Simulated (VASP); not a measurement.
# Na7Bi in VASP: notebook

The runs below take Na7Bi through single point, relaxation of cell and atoms, with PBE.

Program: VASP 6.6.1. These are calculated values, not measurements. Logs are shortened: lines on timing, memory, paths and dates and some standing lists are left out, and cuts for length are marked.

## 1. The cell of the first run

The typed cell holds 8 atoms: a = 7.199 Å, b = 7.211 Å, c = 7.196 Å, α = 59.98°, β = 60.07°, γ = 59.95°.

## 2. Single point, PBE

INCAR reads:

```
ALGO = Fast
EDIFF = 1E-6
ENCUT = 520
GGA = PE
ISIF = 2
ISMEAR = 0
LASPH = T
LCHARG = T
LELF = T
LREAL = F
LVHAR = T
LWAVE = F
NBANDS = 42
NELM = 80
PREC = Accurate
SIGMA = 0.2
```

KPOINTS reads:

```
k-points
0
Gamma
  4 4 4
```

POSCAR reads:

```
Na7Bi
1.0
    0.0008133881      5.0829045513      5.0977870240
    5.0976673229     -0.0019266477      5.1006874162
    5.0945569612      5.0827163743      0.0010393337
Na Bi
7 1
Direct
    0.5007926307      1.0007511117     -0.0000850239
    0.9989253586      0.4994613396      0.5004041228
    1.0016773686      0.5029885211     -0.0005936805
    0.4967088066      0.9988908098      0.5024146158
    0.9996527578     -0.0002362021      0.4962838156
    0.5022488104      0.4987324347      0.0010360139
    0.4997641493      0.4986074608      0.5006668854
    0.0002301180      0.0008045244      0.9998732509
```

Potentials or basis: VASP PAW PBE potentials, release 64 (Na_pv, Bi_d).

Command:

```sh
$ cat potpaw_PBE.64/Na_pv/POTCAR potpaw_PBE.64/Bi_d/POTCAR > POTCAR
$ mpirun -np 1 vasp_std > vasp.out
```

OUTCAR:

```text
EDIFF = 1E-6
   ENCUT = 520
   GGA = PE
   ISIF = 2
   ISMEAR = 0
   LASPH = T
   LREAL = F
   NELM = 80
   PREC = Accurate

 ion  position               nearest neighbor table
   1  0.501  0.001  1.000-
   2  0.999  0.499  0.500-
   3  0.002  0.503  0.999-
   4  0.497  0.999  0.502-
   5  1.000  1.000  0.496-
   6  0.502  0.499  0.001-
   7  0.500  0.499  0.501-
   8  0.000  0.001  1.000-

  LATTYP: Found a triclinic cell.
 ALAT       =     7.1995442055
 B/A-ratio  =     1.4122488470
 C/A-ratio  =     1.0008641639
 COS(alpha) =     0.0000563454
 COS(beta)  =     0.5001759231
 COS(gamma) =     0.7064312422

  Lattice vectors:

 A1 = (   5.0968539348,  -5.0848311990,   0.0029003922)
 A2 = (   0.0022969736, -10.1675475733,   0.0018610585)
 A3 = (   5.0937435731,  -0.0001881770,  -5.0967476903)

Analysis of symmetry for initial positions (statically):
=====================================================================
 Subroutine PRICEL returns:
 Original cell was already a primitive cell.

 Routine SETGRP: Setting up the symmetry group for a
 triclinic supercell.

 Subroutine GETGRP returns: Found  1 space group operations
 (whereof  1 operations were pure point group operations)
 out of a pool of  2 trial point group operations.

The static configuration has the point symmetry C_1 .

Analysis of symmetry for dynamics (positions and initial velocities):
=====================================================================
 Subroutine PRICEL returns:
 Original cell was already a primitive cell.

 Routine SETGRP: Setting up the symmetry group for a
 triclinic supercell.

 Subroutine GETGRP returns: Found  1 space group operations
 (whereof  1 operations were pure point group operations)
 out of a pool of  2 trial point group operations.

The dynamic configuration has the point symmetry C_1 .

 Subroutine INISYM returns: Found  1 space group operations
 (whereof  1 operations are pure point group operations),
 and found     1 'primitive' translations

----------------------------------------------------------------------------------------

                                     Primitive cell

  volume of cell :     264.1687

  direct lattice vectors                    reciprocal lattice vectors
     0.000813388  5.082904551  5.097787024    -0.098139363  0.098347922  0.098118403
     5.097667323 -0.001926648  5.100687416     0.098063552 -0.098312041  0.098009382
     5.094556961  5.082716374  0.001039334     0.098180168  0.098356361 -0.098084885

  length of vectors
     7.198843788  7.211326367  7.196423935     0.170090768  0.169963398  0.170099864

  position of ions in fractional coordinates (direct lattice)
     0.500792631  0.000751112  0.999914976
     0.998925359  0.499461340  0.500404123
     0.001677369  0.502988521  0.999406319
     0.496708807  0.998890810  0.502414616
     0.999652758  0.999763798  0.496283816
     0.502248810  0.498732435  0.001036014
     0.499764149  0.498607461  0.500666885
     0.000230118  0.000804524  0.999873251

  ion indices of the primitive-cell ions
   primitive index   ion index
                 1           1
                 2           2
                 3           3
                 4           4
                 5           5
                 6           6
                 7           7
                 8           8

----------------------------------------------------------------------------------------

 KPOINTS: k-points

Automatic generation of k-mesh.
 Grid dimensions read from file:
 generate k-points for:    4    4    4

 Generating k-lattice:

  Cartesian coordinates                     Fractional coordinates (reciprocal lattice)
    -0.024534841  0.024586981  0.024529601     0.250000000 -0.000000000 -0.000000000
     0.024515888 -0.024578010  0.024502345    -0.000000000  0.250000000  0.000000000
     0.024545042  0.024589090 -0.024521221     0.000000000  0.000000000  0.250000000

  Length of vectors
     0.042522692  0.042490849  0.042524966

  Shift w.r.t. Gamma in fractional coordinates (k-lattice)
     0.000000000  0.000000000  0.000000000

 Subroutine IBZKPT returns following result:
 ===========================================

 Found     36 irreducible k-points:

 Following reciprocal coordinates:
            Coordinates               Weight
  0.000000  0.000000  0.000000      1.000000
  0.250000 -0.000000  0.000000      2.000000
  0.500000 -0.000000  0.000000      1.000000
 -0.000000  0.250000  0.000000      2.000000
  0.250000  0.250000  0.000000      2.000000
  0.500000  0.250000  0.000000      2.000000
[... 16 lines left out ...]
 -0.000000 -0.250000  0.250000      2.000000
  0.250000 -0.250000  0.250000      2.000000
 [... further k-points ...]
   k-points           NKPTS =     36   k-points in BZ     NKDIM =     36   number of bands    NBANDS=     42
   number of dos      NEDOS =    301   number of ions     NIONS =      8
   total plane-waves  NPLWV = 157464
   dimension x,y,z NGX =    54 NGY =   54 NGZ =   54
   dimension x,y,z NGXF=   108 NGYF=  108 NGZF=  108
   ions per type =               7   1
   NGX,Y,Z   is equivalent  to a cutoff of  12.47, 12.45, 12.47 a.u.
   NGXF,Y,Z  is equivalent  to a cutoff of  24.94, 24.90, 24.95 a.u.
 SYSTEM =  unknown system
   PREC   = accura    normal or accurate (medium, high low for compatibility)
   ISTART =      0    job   : 0-new  1-cont  2-samecut
   ICHARG =      2    charge: 1-file 2-atom 10-const
   ISPIN  =      1    spin polarized calculation?
   LNONCOLLINEAR =      F non collinear calculations
   LSORBIT =      F    spin-orbit coupling
   LASPH  =      T    aspherical Exc in radial PAW
   ENCUT  =  520.0 eV  38.22 Ry    6.18 a.u.  13.39 13.41 13.38*2*pi/ulx,y,z
   NELM   =     80;   NELMIN=  2; NELMDL= -5     # of ELM steps
   EDIFF  = 0.1E-05   stopping-criterion for ELM
   LREAL  =      F    real-space projection
   EDIFFG = 0.1E-04   stopping-criterion for IOM
   NSW    =      0    number of steps for IOM
   IBRION =     -1    ionic relax: 0-MD 1-quasi-New 2-CG
   NFREE  =      0    steps in history (QN), initial steepest desc. (CG)
   ISIF   =      2    stress and relaxation
   ISYM   =      2    0-nonsym 1-usesym 2-fastsym
   POTIM  = 0.5000    time-step for ionic-motion
   TEBEG  =    0.0;   TEEND  =   0.0 temperature during run
   PSTRESS=    0.0 pullay stress
   NELECT =      64.0000    total number of electrons
   NUPDOWN=      -1.0000    fix difference up-down
   EMIN   =  10.00;   EMAX   =-10.00  energy-range for DOS
   EFERMI =   0.00;   METHOD = LEGACY
   ISMEAR =     0;   SIGMA  =   0.20  broadening in eV -4-tet -1-fermi 0-gaus
   EFERMI_NEDOS =   21; number of points for ismear=-14 and -15
   IALGO  =     68    algorithm
   IMIX   =      4    mixing-type and parameters
     AMIX     =   0.40;   BMIX     =  1.00
     AMIX_MAG =   1.60;   BMIX_MAG =  1.00
  volume/ion in A,a.u.               =      33.02       222.84
  Fermi-wavevector in a.u.,A,eV,Ry     =   1.020566  1.928590 14.171211  1.041555
  Thomas-Fermi vector in A             =   2.154142
   LORBIT       =      0    0 simple, 1 ext, 2 COOP (PROOUT), +10 PAW based schemes
   GGA     = PE    functional components
   LHFCALC =     F    Hartree Fock is set to
   AEXX    =    0.0000 exact exchange contribution
   IVDW    =     0    specifies the selected vdW correction
   LEPSILON=     F    determine dielectric tensor
   LRPA    =     F    only Hartree local field effects (RPA)
 non-spin polarized calculation
 RMM-DIIS sequential band-by-band and
 Gauss-broadening in eV      SIGMA  =   0.20
  energy-cutoff  :      520.00
  volume of cell :      264.17
 maximum number of plane-waves:      7141
 NGX is ok and might be reduce to    54
   NGX = 27   NGY = 27   NGZ = 27

 number of electron      63.9999992 magnetization

 Free energy of the ion-electron system (eV)
  ---------------------------------------------------
  ext. energy  EPLUGINS =         0.00000000
  ---------------------------------------------------
  free energy    TOTEN  =       -13.85622942 eV

  energy without entropy =      -13.75695693  energy(sigma->0) =      -13.80659317

 E-fermi :   1.4495     XC(G=0):  -7.1931

 val. band max:        1.4132215113   @ k =   0.2500  -0.0000   0.2500
 cond. band min:       1.4857240593   @ k =   0.0000   0.0000   0.5000
 fundamental gap:      0.0725025480
 Fermi energy:         1.4494840620

 k-point     1 :       0.0000    0.0000    0.0000
  band No.  band energies     occupation
      1     -23.5115      2.00000
      2     -23.5024      2.00000
      3     -23.5024      2.00000
      4     -23.5023      2.00000
      5     -23.4794      2.00000
      6     -23.4794      2.00000
[... 34 lines left out ...]
     41       3.9142      0.00000
     42       6.9815      0.00000

 k-point     2 :       0.2500   -0.0000    0.0000
  band No.  band energies     occupation
      1     -23.5074      2.00000
      2     -23.5000      2.00000
      3     -23.4986      2.00000
      4     -23.4985      2.00000
      5     -23.4812      2.00000
      6     -23.4776      2.00000
[... 34 lines left out ...]
     41       4.9681      0.00000
     42       5.1346      0.00000

 k-point     3 :       0.5000   -0.0000    0.0000
  band No.  band energies     occupation
      1     -23.5022      2.00000
      2     -23.4977      2.00000
      3     -23.4931      2.00000
      4     -23.4929      2.00000
      5     -23.4838      2.00000
      6     -23.4796      2.00000
[... 897 lines left out ...]
      4     -23.4931      2.00000
      5     -23.4846      2.00000
      6     -23.4793      2.00000
[... 34 lines left out ...]
     41       5.7984      0.00000
     42       6.0781      0.00000

 k-point    24 :       0.2500   -0.2500    0.2500
  band No.  band energies     occupation
      1     -23.4994      2.00000
      2     -23.4952      2.00000
      3     -23.4917      2.00000
      4     -23.4915      2.00000
      5     -23.4836      2.00000
      6     -23.4821      2.00000
[... 34 lines left out ...]
     41       5.5132      0.00000
     42       5.8251      0.00000

 [... further k-points ...]

------------------------ aborting loop because EDIFF is reached ----------------------------------------

  FORCE on cell =-STRESS in cart. coord.  units (eV):
  Direction    XX          YY          ZZ          XY          YZ          ZX
  --------------------------------------------------------------------------------------
  -------------------------------------------------------------------------------------
  Total        0.0040680      0.0122265     -0.0029419      0.0067491      0.0041230     -0.0076242
  in kB        0.0246725      0.0741534     -0.0178425      0.0409334      0.0250058     -0.0462408
  external PRESSURE =       0.0269944 kB  Pullay stress =       0.0000000 kB

 VOLUME and BASIS-vectors are now :
 -----------------------------------------------------------------------------
  energy-cutoff  :      520.00
  volume of cell :      264.17
      direct lattice vectors                 reciprocal lattice vectors
     0.000813388  5.082904551  5.097787024    -0.098139363  0.098347922  0.098118403
     5.097667323 -0.001926648  5.100687416     0.098063552 -0.098312041  0.098009382
     5.094556961  5.082716374  0.001039334     0.098180168  0.098356361 -0.098084885

 POSITION                                       TOTAL-FORCE (eV/Angst)
 -----------------------------------------------------------------------------------
      5.09836      7.62776      2.55780        -0.003359      0.001560     -0.001195
      5.09624      7.61989      7.64042         0.000879      0.003267      0.000748
      7.65560      5.08726      2.57518        -0.003385     -0.005081     -0.004568
      7.65200      5.07643      7.62767        -0.002048      0.001922      0.002446
      7.62562      7.60168     10.19602         0.006828      0.001689      0.000973
      2.54806      2.55719      5.10424         0.002921      0.000066     -0.000233
      5.09282      5.08404      5.09145        -0.000176     -0.001998      0.003499
      5.09801      5.08324      0.00632        -0.001659     -0.001425     -0.001669
 -----------------------------------------------------------------------------------
    total drift:                                0.000051      0.000422     -0.000258

  FREE ENERGIE OF THE ION-ELECTRON SYSTEM (eV)
  ---------------------------------------------------
  free  energy   TOTEN  =       -13.8562294153 eV

  energy  without entropy=      -13.7569569270  energy(sigma->0) =      -13.80659317
```

It took 8.7 min on 1 thread of Intel Xeon 8259CL, shared host; peak memory 0.55 GiB.

Results:

```yaml
Free_energy: -13.8562 eV
Pressure: 0.0 GPa
Largest_force: 0.008 eV/Å
Band_gap_on_the_k_mesh: zero (bands 32 and 33 overlap by 0.53 eV)
```

Forces on the atoms (eV/Å):
```
Na  -0.003  0.002 -0.001
Na   0.001  0.003  0.001
Na  -0.003 -0.005 -0.005
Na  -0.002  0.002  0.002
Na   0.007  0.002  0.001
Na   0.003  0.000  0.000
Na   0.000 -0.002  0.003
Bi  -0.002 -0.001 -0.002
```

Caveat: spin-orbit coupling is left out, which moves the levels of the heavy elements.

## 3. Relaxation of cell and atoms, PBE

This run uses another cell than the first one, of 33.17 Å³/atom.

INCAR reads:

```
SYSTEM = Na7Bi
PREC = Accurate
ENCUT = 600
EDIFF = 1E-6
ISMEAR = 0
SIGMA = 0.1
LREAL = .FALSE.
LASPH = .TRUE.
NELM = 60
ALGO = Fast
ISIF = 3
LWAVE = .FALSE.
LCHARG = .FALSE.
GGA = PE
IBRION = 2
NSW = 100
EDIFFG = -0.01
```

KPOINTS reads:

```
Automatic mesh
0
G
  6 6 6
  0 0 0
```

POSCAR reads:

```
Na7Bi
1.0
    0.0000000000      5.1002847327      5.1002847327
    5.1002847327      0.0000000000      5.1002847327
    5.1002847327      5.1002847327      0.0000000000
Na Bi
7 1
Direct
    0.5000000000      0.0000000000      0.0000000000
    0.0000000000      0.5000000000      0.5000000000
    0.0000000000      0.5000000000      0.0000000000
    0.5000000000      0.0000000000      0.5000000000
    0.0000000000      0.0000000000      0.5000000000
    0.5000000000      0.5000000000      0.0000000000
    0.5000000000      0.5000000000      0.5000000000
    0.0000000000      0.0000000000      0.0000000000
```

Potentials or basis: VASP PAW PBE potentials, release 64 (Na_pv, Bi_d).

Command:

```sh
$ cat potpaw_PBE.64/Na_pv/POTCAR potpaw_PBE.64/Bi_d/POTCAR > POTCAR
$ mpirun -np 1 vasp_std > vasp.out
```

Run time: 10 min. Hardware: 1 thread of Intel Xeon 8259CL, shared host; peak memory 0.57 GiB.

The run converged. Its results:

- Free energy: -13.8852 eV
- Relaxed volume: 32.79 Å³/atom
- Relaxed cell: a = 7.186 Å, b = 7.186 Å, c = 7.186 Å, α = 60.00°, β = 60.00°, γ = 60.00°
- Space group after relaxing (to 0.1 Å): Fm-3m (No. 225)
- Energy gained by relaxing: 0.1 meV/atom
- Ionic steps: 3
- Pressure after relaxing: 0.0 GPa
- Band gap on the k mesh: zero (bands 32 and 33 overlap by 0.61 eV)

Step by step:
```tsv
step	energy change (eV)	largest force (eV/Å)	pressure (GPa)	volume (Å³)
1	0.0000	0.0000	-0.13	265.35
2	-0.0007	0.0000	-0.09	264.32
3	-0.0012	0.0000	0.00	262.34
```

Final structure:
```yaml
crystal:
  lattice:
    - [0.00000, 5.08094, 5.08094]
    - [5.08094, 0.00000, 5.08094]
    - [5.08094, 5.08094, 0.00000]
  atoms:
    - { symbol: Na, position: [0.50000, 0.00000, 0.00000] }
    - { symbol: Na, position: [0.00000, 0.50000, 0.50000] }
    - { symbol: Na, position: [0.00000, 0.50000, 0.00000] }
    - { symbol: Na, position: [0.50000, 0.00000, 0.50000] }
    - { symbol: Na, position: [0.00000, 0.00000, 0.50000] }
    - { symbol: Na, position: [0.50000, 0.50000, 0.00000] }
    - { symbol: Na, position: [0.50000, 0.50000, 0.50000] }
    - { symbol: Bi, position: [0.00000, 0.00000, 0.00000] }
```

Levels at points of the mesh, in eV from the Fermi level:
| k point | band 28 | band 29 | band 30 | band 31 | band 32 | band 33 | band 34 | band 35 | band 36 | band 37 |
| --- | --- | --- | --- | --- | --- | --- | --- | --- | --- | --- |
| (0.00, 0.00, 0.00) | -2.73 | -1.46 | -1.46 | -1.46 | 0.56 | 1.11 | 1.11 | 1.11 | 1.40 | 1.40 |
| (0.50, 0.00, 0.00) | -2.95 | -1.58 | -1.58 | -1.47 | 0.06 | 0.45 | 0.45 | 0.84 | 1.96 | 2.72 |
| (0.50, 0.50, 0.00) | -2.72 | -1.91 | -1.91 | -1.53 | -0.60 | 0.82 | 1.47 | 1.47 | 1.74 | 3.20 |

Caveat: spin-orbit coupling is left out, which moves the levels of the heavy elements.

The gap in the log of VASP goes by the Fermi energy; the results here count the filled bands.